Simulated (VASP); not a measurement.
Input of a VASP 6.6.1 run:

INCAR

```
PREC = Accurate
ENCUT = 520
EDIFF = 1E-7
ISMEAR = -1
SIGMA = 0.05
LREAL = False
LASPH = True
NELM = 100
ALGO = Normal
ISIF = 2
LWAVE = False
LCHARG = False
GGA = PS
IVDW = 12
NBANDS = 14
```

KPOINTS

```
Automatic mesh
0
Gamma
  9 9 9
```

Contents of POSCAR:

```
Bi
1.0
   -1.9246979255      1.9246979255      1.9246979255
    1.9246979255     -1.9246979255      1.9246979255
    1.9246979255      1.9246979255     -1.9246979255
Bi
1
Direct
    0.0000000000      0.0000000000      0.0000000000
```

Potentials or basis: VASP PAW PBE potentials, release 64 (Bi_d).

Launch:

```console
$ cat potpaw_PBE.64/Bi_d/POTCAR > POTCAR
$ mpirun -np 1 vasp_std > vasp.out
```

**Question.** Estimate the pressure.

**Answer.** -0.1 GPa.

**Question.** What does it give for the dispersion energy per atom?

**Answer.** -0.574 eV.

Caveat: the PAW data sets were made with another functional, which shifts forces and pressure a little; pairwise dispersion overbinds metals, which lowers pressure and volume.
